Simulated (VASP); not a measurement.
# W (Im-3m) in VASP: single point with PBE

Aim: the single point of W with PBE.

Program: VASP 6.6.1. These are calculated values, not measurements. Logs are shortened: lines on timing, memory, paths and dates and some standing lists are left out, and cuts for length are marked.

### Step 1. The cell of the first run

It takes space group Im-3m (No. 229, cubic). The conventional cell has a = 3.165 Å, b = 3.165 Å, c = 3.165 Å, α = 90.00°, β = 90.00°, γ = 90.00°. Within 3.6 Å of W (site symmetry m-3m) lie 14 W at 2.74 to 3.16 Å.

### Step 2. Single point, PBE

File INCAR:

```
SYSTEM = W
  ALGO = Normal
  EDIFF = 1E-6
  ENCUT = 500
  GGA = PE
  GGA_COMPAT = .False.
  ISIF = 2
  ISMEAR = -1
  LASPH = .True.
  LCHARG = .False.
  LREAL = .False.
  LWAVE = .False.
  NBANDS = 13
  NELM = 120
  PREC = Accurate
  SIGMA = 0.1
```

File KPOINTS:

```
k-points
0
Gamma
  10 10 10
  0 0 0
```

File POSCAR:

```
W
1.0
   -1.5823450000      1.5823450000      1.5823450000
    1.5823450000     -1.5823450000      1.5823450000
    1.5823450000      1.5823450000     -1.5823450000
W
1
Direct
    0.0000000000      0.0000000000      0.0000000000
```

Potentials or basis: VASP PAW PBE potentials, release 64 (W_sv).

The run is started by

```console
> cat potpaw_PBE.64/W_sv/POTCAR > POTCAR
> mpirun -np 1 vasp_std > vasp.out
```

OUTCAR:

```text
SYSTEM = W
   EDIFF = 1E-6
   ENCUT = 500
   GGA = PE
   ISIF = 2
   ISMEAR = -1
   LASPH = .True.
   LREAL = .False.
   NELM = 120
   PREC = Accurate

 ion  position               nearest neighbor table
   1  0.000  0.000  0.000-

  LATTYP: Found a body centered cubic cell.
 ALAT       =     3.1646900000

  Lattice vectors:

 A1 = (  -1.5823450000,   1.5823450000,   1.5823450000)
 A2 = (   1.5823450000,  -1.5823450000,   1.5823450000)
 A3 = (   1.5823450000,   1.5823450000,  -1.5823450000)

Analysis of symmetry for initial positions (statically):
=====================================================================
 Subroutine PRICEL returns:
 Original cell was already a primitive cell.

 Routine SETGRP: Setting up the symmetry group for a
 body centered cubic supercell.

 Subroutine GETGRP returns: Found 48 space group operations
 (whereof 48 operations were pure point group operations)
 out of a pool of 48 trial point group operations.

The static configuration has the point symmetry O_h .

Analysis of symmetry for dynamics (positions and initial velocities):
=====================================================================
 Subroutine PRICEL returns:
 Original cell was already a primitive cell.

 Routine SETGRP: Setting up the symmetry group for a
 body centered cubic supercell.

 Subroutine GETGRP returns: Found 48 space group operations
 (whereof 48 operations were pure point group operations)
 out of a pool of 48 trial point group operations.

The dynamic configuration has the point symmetry O_h .

 Subroutine INISYM returns: Found 48 space group operations
 (whereof 48 operations are pure point group operations),
 and found     1 'primitive' translations

----------------------------------------------------------------------------------------

                                     Primitive cell

  volume of cell :      15.8476

  direct lattice vectors                    reciprocal lattice vectors
    -1.582345000  1.582345000  1.582345000     0.000000000  0.315986716  0.315986716
     1.582345000 -1.582345000  1.582345000     0.315986716  0.000000000  0.315986716
     1.582345000  1.582345000 -1.582345000     0.315986716  0.315986716  0.000000000

  length of vectors
     2.740701935  2.740701935  2.740701935     0.446872699  0.446872699  0.446872699

  position of ions in fractional coordinates (direct lattice)
     0.000000000  0.000000000  0.000000000

[... 81 lines left out ...]
   ISIF   =      2    stress and relaxation
   ISYM   =      2    0-nonsym 1-usesym 2-fastsym
   POTIM  = 0.5000    time-step for ionic-motion
   TEBEG  =    0.0;   TEEND  =   0.0 temperature during run
   PSTRESS=    0.0 pullay stress
   NELECT =      14.0000    total number of electrons
   NUPDOWN=      -1.0000    fix difference up-down
   EMIN   =  10.00;   EMAX   =-10.00  energy-range for DOS
   EFERMI =   0.00;   METHOD = LEGACY
   ISMEAR =    -1;   SIGMA  =   0.10  broadening in eV -4-tet -1-fermi 0-gaus
   EFERMI_NEDOS =   21; number of points for ismear=-14 and -15
   IALGO  =     38    algorithm
   IMIX   =      4    mixing-type and parameters
     AMIX     =   0.40;   BMIX     =  1.00
     AMIX_MAG =   1.60;   BMIX_MAG =  1.00
  volume/ion in A,a.u.               =      15.85       106.94
  Fermi-wavevector in a.u.,A,eV,Ry     =   1.570832  2.968442 33.572544  2.467512
  Thomas-Fermi vector in A             =   2.672506
   LORBIT       =      0    0 simple, 1 ext, 2 COOP (PROOUT), +10 PAW based schemes
   GGA     = PE    functional components
   LHFCALC =     F    Hartree Fock is set to
   AEXX    =    0.0000 exact exchange contribution
   IVDW    =     0    specifies the selected vdW correction
   LEPSILON=     F    determine dielectric tensor
   LRPA    =     F    only Hartree local field effects (RPA)
 non-spin polarized calculation
  energy-cutoff  :      500.00
  volume of cell :       15.85
 maximum number of plane-waves:       418
   NGX =  9   NGY =  9   NGZ =  9

 number of electron      14.0000004 magnetization

 Free energy of the ion-electron system (eV)
  ---------------------------------------------------
  ext. energy  EPLUGINS =         0.00000000
  ---------------------------------------------------
  free energy    TOTEN  =       -12.95053226 eV

  energy without entropy =      -12.93292612  energy(sigma->0) =      -12.94172919

 E-fermi :  11.5544     XC(G=0): -13.6446

 val. band max:       11.5017023661   @ k =   0.5000   0.5000   0.2000
 cond. band min:      11.6657293354   @ k =   0.1000   0.1000   0.0000
 fundamental gap:      0.1640269693
 Fermi energy:        11.5544375559

 k-point     1 :       0.0000    0.0000    0.0000
  band No.  band energies     occupation
      1     -62.7495      2.00000
      2     -26.3100      2.00000
      3     -26.3100      2.00000
      4     -26.3100      2.00000
      5       1.8090      2.00000
      6      10.2101      2.00000
      7      10.2101      2.00000
      8      10.2101      2.00000
      9      13.7043      0.00000
     10      13.7043      0.00000
     11      25.9667      0.00000
     12      25.9667      0.00000
     13      25.9667      0.00000
[... 354 lines left out ...]
  band No.  band energies     occupation
      1     -62.6513      2.00000
      2     -27.1578      2.00000
      3     -26.6337      2.00000
      4     -26.4126      2.00000
      5       5.2220      2.00000
      6       9.0053      2.00000
      7       9.3647      2.00000
      8      12.2566      0.00178
      9      13.9096      0.00000
     10      14.7064      0.00000
     11      25.1950      0.00000
     12      27.8349      0.00000
     13      31.9556      0.00000

 [... further k-points ...]

------------------------ aborting loop because EDIFF is reached ----------------------------------------

  FORCE on cell =-STRESS in cart. coord.  units (eV):
  Direction    XX          YY          ZZ          XY          YZ          ZX
  --------------------------------------------------------------------------------------
  -------------------------------------------------------------------------------------
  Total        0.6481158      0.6481158      0.6481158      0.0000000      0.0000000     -0.0000000
  in kB       65.5238878     65.5238878     65.5238878      0.0000000      0.0000000     -0.0000000
  external PRESSURE =      65.5238878 kB  Pullay stress =       0.0000000 kB

 VOLUME and BASIS-vectors are now :
 -----------------------------------------------------------------------------
  energy-cutoff  :      500.00
  volume of cell :       15.85
      direct lattice vectors                 reciprocal lattice vectors
    -1.582345000  1.582345000  1.582345000     0.000000000  0.315986716  0.315986716
     1.582345000 -1.582345000  1.582345000     0.315986716  0.000000000  0.315986716
     1.582345000  1.582345000 -1.582345000     0.315986716  0.315986716  0.000000000

 POSITION                                       TOTAL-FORCE (eV/Angst)
 -----------------------------------------------------------------------------------
      0.00000      0.00000      0.00000         0.000000      0.000000      0.000000
 -----------------------------------------------------------------------------------
    total drift:                                0.000000      0.000000      0.000000

  FREE ENERGIE OF THE ION-ELECTRON SYSTEM (eV)
  ---------------------------------------------------
  free  energy   TOTEN  =       -12.9505322606 eV

  energy  without entropy=      -12.9329261220  energy(sigma->0) =      -12.94172919
```

OSZICAR:

```text
N       E                     dE             d eps       ncg     rms          rms(c)
DAV:   1     0.803308059861E+02    0.80331E+02   -0.72272E+03  1227   0.119E+03
DAV:   2    -0.121196746885E+02   -0.92450E+02   -0.89263E+02  1372   0.310E+02
DAV:   3    -0.135651175696E+02   -0.14454E+01   -0.14409E+01  1382   0.377E+01
DAV:   4    -0.135708618529E+02   -0.57443E-02   -0.57441E-02  1337   0.260E+00
DAV:   5    -0.135709085908E+02   -0.46738E-04   -0.46740E-04  1357   0.222E-01    0.209E+01
DAV:   6    -0.130846119143E+02    0.48630E+00   -0.40411E-01  1282   0.855E+00    0.841E+00
DAV:   7    -0.129548974014E+02    0.12971E+00   -0.21479E-01  1327   0.592E+00    0.640E-01
DAV:   8    -0.129505183965E+02    0.43790E-02   -0.40997E-03  1247   0.821E-01    0.838E-02
DAV:   9    -0.129505384317E+02   -0.20035E-04   -0.57005E-05  1352   0.905E-02    0.569E-02
DAV:  10    -0.129505316942E+02    0.67375E-05   -0.12517E-05  1327   0.503E-02    0.821E-03
DAV:  11    -0.129505322606E+02   -0.56641E-06   -0.20524E-07   781   0.535E-03
   1 F= -.12950532E+02 E0= -.12941729E+02  d E =-.176061E-01
```

Run time: 7.2 s. Hardware: 1 thread of Intel Xeon 6975P-C, shared host; peak memory 0.13 GiB.

What came out:

```yaml
Free_energy: -12.9505 eV
Pressure: 6.6 GPa
Band_gap_on_the_k_mesh: zero (band 7 reaches 16.61 eV, above the bottom of band 8 at 10.21 eV)
```

Levels at points of the mesh, in eV from the Fermi level:
| k point | band 5 | band 6 | band 7 | band 8 | band 9 | band 10 |
| --- | --- | --- | --- | --- | --- | --- |
| (0.00, 0.00, 0.00) | -9.75 | -1.34 | -1.34 | -1.34 | 2.15 | 2.15 |
| (0.50, 0.00, 0.00) | -6.39 | -3.68 | 0.57 | 2.04 | 3.02 | 6.04 |
| (0.50, 0.50, 0.50) | -5.95 | -5.95 | 5.05 | 5.05 | 5.05 | 8.14 |

Caveat: spin-orbit coupling is left out, which moves the levels of the heavy elements.
